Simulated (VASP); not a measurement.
# Ge (P4_32_12) in VASP: single point with r2SCAN

Aim: the single point of Ge with r2SCAN.

Everything below comes from runs of VASP 6.6.1. Logs are shortened: lines on timing, memory, paths and dates and some standing lists are left out, and cuts for length are marked.

## Step 1: The cell of the first run

It takes space group P4_32_12 (No. 96, tetragonal). Conventional cell: a = 5.930 Å, b = 5.930 Å, c = 6.980 Å, α = 90.00°, β = 90.00°, γ = 90.00°. Ge (site symmetry 2) has 4 Ge at 2.48 to 2.49 Å within 3.3 Å. Ge (site symmetry 1) has 4 Ge at 2.48 to 2.49 Å within 3.3 Å.

## Step 2: Single point, r2SCAN

File POSCAR:

```
Ge
1.0
    5.9300000000      0.0000000000      0.0000000000
    0.0000000000      5.9300000000      0.0000000000
    0.0000000000      0.0000000000      6.9800000000
Ge
12
Direct
    0.0912000000      0.0912000000      0.0000000000
    0.4088000000      0.5912000000      0.7500000000
    0.9088000000      0.9088000000      0.5000000000
    0.5912000000      0.4088000000      0.2500000000
    0.1730000000      0.3784000000      0.2486000000
    0.1216000000      0.6730000000      0.9986000000
    0.8270000000      0.6216000000      0.7486000000
    0.8784000000      0.3270000000      0.4986000000
    0.6730000000      0.1216000000      0.0014000000
    0.6216000000      0.8270000000      0.2514000000
    0.3270000000      0.8784000000      0.5014000000
    0.3784000000      0.1730000000      0.7514000000
```

File INCAR.step1:

```
SYSTEM = Ge
  PREC = Accurate
  ENCUT = 520
  ISMEAR = 0
  SIGMA = 0.1
  LREAL = .False.
  LASPH = .True.
  NELM = 60
  NBANDS = 96
  GGA = PE
  ALGO = Normal
  EDIFF = 1E-4
  LWAVE = .True.
  LCHARG = .False.
```

File INCAR.step2:

```
SYSTEM = Ge
  PREC = Accurate
  ENCUT = 520
  EDIFF = 1E-7
  ISMEAR = 0
  SIGMA = 0.1
  LREAL = .False.
  LASPH = .True.
  NELM = 60
  ALGO = Normal
  ISIF = 2
  LWAVE = .False.
  LCHARG = .True.
  METAGGA = R2SCAN
  LMIXTAU = .True.
  LELF = .True.
  LVHAR = .True.
  NBANDS = 96
  ISTART = 1
```

File KPOINTS:

```
regular mesh
0
Gamma
  4 4 4
  0 0 0
```

Potentials or basis: VASP PAW PBE potentials, release 64 (Ge_d).

Command:

```
$ cat potpaw_PBE.64/Ge_d/POTCAR > POTCAR
$ cp INCAR.step1 INCAR
$ mpirun -np 1 vasp_std > vasp.out
$ cp INCAR.step2 INCAR
$ mpirun -np 1 vasp_std > vasp.out
```

OUTCAR:

```text
SYSTEM = Ge
   PREC = Accurate
   ENCUT = 520
   EDIFF = 1E-7
   ISMEAR = 0
   LREAL = .False.
   LASPH = .True.
   NELM = 60
   ISIF = 2
   METAGGA = R2SCAN
   ISTART = 1

 ion  position               nearest neighbor table
   1  0.091  0.091  0.000-   5 2.48  12 2.48   9 2.49   6 2.49
   2  0.409  0.591  0.750-   6 2.48  11 2.48   7 2.49  12 2.49
   3  0.909  0.909  0.500-   7 2.48  10 2.48   8 2.49  11 2.49
   4  0.591  0.409  0.250-   8 2.48   9 2.48   5 2.49  10 2.49
   5  0.173  0.378  0.249-   1 2.48   4 2.49   6 2.49   8 2.49
   6  0.122  0.673  0.999-   2 2.48   1 2.49   5 2.49   7 2.49
   7  0.827  0.622  0.749-   3 2.48   2 2.49   6 2.49   8 2.49
   8  0.878  0.327  0.499-   4 2.48   3 2.49   5 2.49   7 2.49
   9  0.673  0.122  0.001-   4 2.48   1 2.49  10 2.49  12 2.49
  10  0.622  0.827  0.251-   3 2.48   4 2.49   9 2.49  11 2.49
  11  0.327  0.878  0.501-   2 2.48   3 2.49  10 2.49  12 2.49
  12  0.378  0.173  0.751-   1 2.48   2 2.49   9 2.49  11 2.49

  LATTYP: Found a simple tetragonal cell.
 ALAT       =     5.9300000000
 C/A-ratio  =     1.1770657673

  Lattice vectors:

 A1 = (   5.9300000000,   0.0000000000,   0.0000000000)
 A2 = (   0.0000000000,   5.9300000000,   0.0000000000)
 A3 = (   0.0000000000,   0.0000000000,   6.9800000000)

Analysis of symmetry for initial positions (statically):
=====================================================================
 Subroutine PRICEL returns:
 Original cell was already a primitive cell.

 Routine SETGRP: Setting up the symmetry group for a
 simple tetragonal supercell.

 Subroutine GETGRP returns: Found  8 space group operations
 (whereof  2 operations were pure point group operations)
 out of a pool of 16 trial point group operations.

The static configuration has the point symmetry C_2 .
 The point group associated with its full space group is D_4 .

Analysis of symmetry for dynamics (positions and initial velocities):
=====================================================================
 Subroutine PRICEL returns:
 Original cell was already a primitive cell.

 Routine SETGRP: Setting up the symmetry group for a
 simple tetragonal supercell.

 Subroutine GETGRP returns: Found  8 space group operations
 (whereof  2 operations were pure point group operations)
 out of a pool of 16 trial point group operations.

The dynamic configuration has the point symmetry C_2 .
 The point group associated with its full space group is D_4 .

 Subroutine INISYM returns: Found  8 space group operations
 (whereof  2 operations are pure point group operations),
 and found     1 'primitive' translations

----------------------------------------------------------------------------------------

                                     Primitive cell

  volume of cell :     245.4510

  direct lattice vectors                    reciprocal lattice vectors
     5.930000000  0.000000000  0.000000000     0.168634064  0.000000000  0.000000000
     0.000000000  5.930000000  0.000000000     0.000000000  0.168634064  0.000000000
     0.000000000  0.000000000  6.980000000     0.000000000  0.000000000  0.143266476

  length of vectors
     5.930000000  5.930000000  6.980000000     0.168634064  0.168634064  0.143266476

  position of ions in fractional coordinates (direct lattice)
     0.091200000  0.091200000  0.000000000
     0.408800000  0.591200000  0.750000000
     0.908800000  0.908800000  0.500000000
     0.591200000  0.408800000  0.250000000
     0.173000000  0.378400000  0.248600000
     0.121600000  0.673000000  0.998600000
     0.827000000  0.621600000  0.748600000
     0.878400000  0.327000000  0.498600000
     0.673000000  0.121600000  0.001400000
     0.621600000  0.827000000  0.251400000
     0.327000000  0.878400000  0.501400000
     0.378400000  0.173000000  0.751400000

  ion indices of the primitive-cell ions
   primitive index   ion index
                 1           1
                 2           2
                 3           3
                 4           4
                 5           5
                 6           6
                 7           7
                 8           8
                 9           9
                10          10
                11          11
                12          12

----------------------------------------------------------------------------------------

 KPOINTS: regular mesh

Automatic generation of k-mesh.
 Grid dimensions read from file:
 generate k-points for:    4    4    4

 Generating k-lattice:

  Cartesian coordinates                     Fractional coordinates (reciprocal lattice)
     0.042158516  0.000000000  0.000000000     0.250000000  0.000000000  0.000000000
     0.000000000  0.042158516  0.000000000     0.000000000  0.250000000  0.000000000
     0.000000000  0.000000000  0.035816619     0.000000000  0.000000000  0.250000000

  Length of vectors
     0.042158516  0.042158516  0.035816619

  Shift w.r.t. Gamma in fractional coordinates (k-lattice)
     0.000000000  0.000000000  0.000000000

 Subroutine IBZKPT returns following result:
 ===========================================

 Found     18 irreducible k-points:

 Following reciprocal coordinates:
            Coordinates               Weight
  0.000000  0.000000  0.000000      1.000000
  0.250000  0.000000  0.000000      4.000000
  0.500000  0.000000  0.000000      2.000000
  0.250000  0.250000  0.000000      4.000000
  0.500000  0.250000  0.000000      4.000000
  0.500000  0.500000  0.000000      1.000000
[... 10 lines left out ...]
  0.500000  0.250000  0.500000      4.000000
  0.500000  0.500000  0.500000      1.000000
   k-points           NKPTS =     18   k-points in BZ     NKDIM =     18   number of bands    NBANDS=     96
   number of dos      NEDOS =    301   number of ions     NIONS =     12
   total plane-waves  NPLWV = 124416
   dimension x,y,z NGX =    48 NGY =   48 NGZ =   54
   dimension x,y,z NGXF=    96 NGYF=   96 NGZF=  108
   ions per type =              12
   NGX,Y,Z   is equivalent  to a cutoff of  13.46, 13.46, 12.86 a.u.
   NGXF,Y,Z  is equivalent  to a cutoff of  26.91, 26.91, 25.72 a.u.
 SYSTEM =  Ge
   PREC   = accura    normal or accurate (medium, high low for compatibility)
   ISTART =      1    job   : 0-new  1-cont  2-samecut
   ICHARG =      0    charge: 1-file 2-atom 10-const
   ISPIN  =      1    spin polarized calculation?
   LNONCOLLINEAR =      F non collinear calculations
   LSORBIT =      F    spin-orbit coupling
   LASPH  =      T    aspherical Exc in radial PAW
   ENCUT  =  520.0 eV  38.22 Ry    6.18 a.u.  11.03 11.03 12.98*2*pi/ulx,y,z
   NELM   =     60;   NELMIN=  2; NELMDL=  0     # of ELM steps
   EDIFF  = 0.1E-06   stopping-criterion for ELM
   LREAL  =      F    real-space projection
   EDIFFG = 0.1E-05   stopping-criterion for IOM
   NSW    =      0    number of steps for IOM
   IBRION =     -1    ionic relax: 0-MD 1-quasi-New 2-CG
   NFREE  =      0    steps in history (QN), initial steepest desc. (CG)
   ISIF   =      2    stress and relaxation
   ISYM   =      2    0-nonsym 1-usesym 2-fastsym
   POTIM  = 0.5000    time-step for ionic-motion
   TEBEG  =    0.0;   TEEND  =   0.0 temperature during run
   PSTRESS=    0.0 pullay stress
   NELECT =     168.0000    total number of electrons
   NUPDOWN=      -1.0000    fix difference up-down
   EMIN   =  10.00;   EMAX   =-10.00  energy-range for DOS
   EFERMI =   0.00;   METHOD = LEGACY
   ISMEAR =     0;   SIGMA  =   0.10  broadening in eV -4-tet -1-fermi 0-gaus
   EFERMI_NEDOS =   21; number of points for ismear=-14 and -15
   IALGO  =     38    algorithm
   IMIX   =      4    mixing-type and parameters
     AMIX     =   0.40;   BMIX     =  1.00
     AMIX_MAG =   1.60;   BMIX_MAG =  1.00
  volume/ion in A,a.u.               =      20.45       138.03
  Fermi-wavevector in a.u.,A,eV,Ry     =   1.442745  2.726393 28.320716  2.081514
  Thomas-Fermi vector in A             =   2.561231
   LORBIT       =      0    0 simple, 1 ext, 2 COOP (PROOUT), +10 PAW based schemes
   METAGGA = R2SCAN    functional components
   LHFCALC =     F    Hartree Fock is set to
   AEXX    =    0.0000 exact exchange contribution
   IVDW    =     0    specifies the selected vdW correction
   LEPSILON=     F    determine dielectric tensor
   LRPA    =     F    only Hartree local field effects (RPA)
 non-spin polarized calculation
 Gauss-broadening in eV      SIGMA  =   0.10
  energy-cutoff  :      520.00
  volume of cell :      245.45
 maximum number of plane-waves:      6640
 NGX is ok and might be reduce to    48
   NGX = 23   NGY = 23   NGZ = 25

 number of electron     168.0000026 magnetization

 Free energy of the ion-electron system (eV)
  ---------------------------------------------------
  ext. energy  EPLUGINS =         0.00000000
  ---------------------------------------------------
  free energy    TOTEN  =      -164.33899436 eV

  energy without entropy =     -164.33899436  energy(sigma->0) =     -164.33899436

 E-fermi :   5.4693     XC(G=0): -11.5467

 val. band max:        5.0073551359   @ k =   0.2500   0.2500   0.0000
 cond. band min:       6.2229592762   @ k =   0.0000   0.0000   0.5000
 fundamental gap:      1.2156041403
 Fermi energy:         5.4692625668

 k-point     1 :       0.0000    0.0000    0.0000
  band No.  band energies     occupation
      1     -19.8819      2.00000
      2     -19.8487      2.00000
      3     -19.8487      2.00000
      4     -19.8390      2.00000
      5     -19.8317      2.00000
      6     -19.8309      2.00000
[... 88 lines left out ...]
     95      10.3298      0.00000
     96      10.3298      0.00000

 k-point     2 :       0.2500    0.0000    0.0000
  band No.  band energies     occupation
      1     -19.8750      2.00000
      2     -19.8535      2.00000
      3     -19.8466      2.00000
      4     -19.8446      2.00000
      5     -19.8346      2.00000
      6     -19.8327      2.00000
[... 1573 lines left out ...]
     95       9.4938      0.00000
     96       9.4938      0.00000

 k-point    18 :       0.5000    0.5000    0.5000
  band No.  band energies     occupation
      1     -19.8603      2.00000
      2     -19.8603      2.00000
      3     -19.8603      2.00000
      4     -19.8603      2.00000
      5     -19.8286      2.00000
      6     -19.8286      2.00000
[... 88 lines left out ...]
     95       9.5965      0.00000
     96       9.5965      0.00000

------------------------ aborting loop because EDIFF is reached ----------------------------------------

  FORCE on cell =-STRESS in cart. coord.  units (eV):
  Direction    XX          YY          ZZ          XY          YZ          ZX
  --------------------------------------------------------------------------------------
  -------------------------------------------------------------------------------------
  Total        1.6085969      1.6085969      2.5793630      0.0000000      0.0000000      0.0000000
  in kB       10.5000893     10.5000893     16.8367487      0.0000000      0.0000000      0.0000000
  external PRESSURE =      12.6123091 kB  Pullay stress =       0.0000000 kB

 VOLUME and BASIS-vectors are now :
 -----------------------------------------------------------------------------
  energy-cutoff  :      520.00
  volume of cell :      245.45
      direct lattice vectors                 reciprocal lattice vectors
     5.930000000  0.000000000  0.000000000     0.168634064  0.000000000  0.000000000
     0.000000000  5.930000000  0.000000000     0.000000000  0.168634064  0.000000000
     0.000000000  0.000000000  6.980000000     0.000000000  0.000000000  0.143266476

 POSITION                                       TOTAL-FORCE (eV/Angst)
 -----------------------------------------------------------------------------------
      0.54082      0.54082      0.00000        -0.124179     -0.124179     -0.000000
      2.42418      3.50582      5.23500         0.124179     -0.124179     -0.000000
      5.38918      5.38918      3.49000         0.124179      0.124179     -0.000000
      3.50582      2.42418      1.74500        -0.124179      0.124179     -0.000000
      1.02589      2.24391      1.73523         0.080058     -0.157412     -0.022934
      0.72109      3.99089      6.97023         0.157412      0.080058     -0.022934
      4.90411      3.68609      5.22523        -0.080058      0.157412     -0.022934
      5.20891      1.93911      3.48023        -0.157412     -0.080058     -0.022934
      3.99089      0.72109      0.00977         0.080058      0.157412      0.022934
      3.68609      4.90411      1.75477         0.157412     -0.080058      0.022934
      1.93911      5.20891      3.49977        -0.080058     -0.157412      0.022934
      2.24391      1.02589      5.24477        -0.157412      0.080058      0.022934
 -----------------------------------------------------------------------------------
    total drift:                               -0.000001      0.000001     -0.000000

  FREE ENERGIE OF THE ION-ELECTRON SYSTEM (eV)
  ---------------------------------------------------
  free  energy   TOTEN  =      -164.3389943568 eV

  energy  without entropy=     -164.3389943568  energy(sigma->0) =     -164.33899436
```

Run time: 49 min. Hardware: 1 thread of Oxide Virtual Turin-like, shared host; peak memory 0.49 GiB.

Results:

```
Free energy            : -164.3390 eV
Pressure               : 1.3 GPa
Largest force          : 0.178 eV/Å
Band gap on the k mesh : 1.22 eV (least direct gap 1.46 eV)
```

Forces on the atoms (eV/Å):
```
Ge  -0.124 -0.124  0.000
Ge   0.124 -0.124  0.000
Ge   0.124  0.124  0.000
Ge  -0.124  0.124  0.000
Ge   0.080 -0.157 -0.023
Ge   0.157  0.080 -0.023
Ge  -0.080  0.157 -0.023
Ge  -0.157 -0.080 -0.023
Ge   0.080  0.157  0.023
Ge   0.157 -0.080  0.023
Ge  -0.080 -0.157  0.023
Ge  -0.157  0.080  0.023
```

Levels at points of the mesh, in eV from the valence-band top:
| k point | band 81 | band 82 | band 83 | band 84 | band 85 | band 86 | band 87 | band 88 |
| --- | --- | --- | --- | --- | --- | --- | --- | --- |
| (0.00, 0.00, 0.00) | -0.95 | -0.91 | -0.91 | -0.06 | 1.79 | 2.20 | 2.20 | 3.00 |
| (0.50, 0.00, 0.00) | -0.51 | -0.51 | -0.04 | -0.04 | 1.58 | 1.58 | 2.67 | 2.67 |
| (0.50, 0.50, 0.00) | -0.39 | -0.39 | -0.04 | -0.04 | 1.60 | 1.60 | 2.00 | 2.00 |
| (0.00, 0.00, 0.50) | -1.16 | -1.16 | -0.62 | -0.62 | 1.22 | 1.22 | 2.07 | 2.07 |
| (0.50, 0.00, 0.50) | -0.75 | -0.75 | -0.50 | -0.50 | 1.28 | 1.28 | 1.55 | 1.55 |
| (0.50, 0.50, 0.50) | -1.01 | -1.01 | -1.01 | -1.01 | 1.68 | 1.68 | 1.68 | 1.68 |

Caveat: the PAW data sets were made with another functional, which shifts forces and pressure a little.
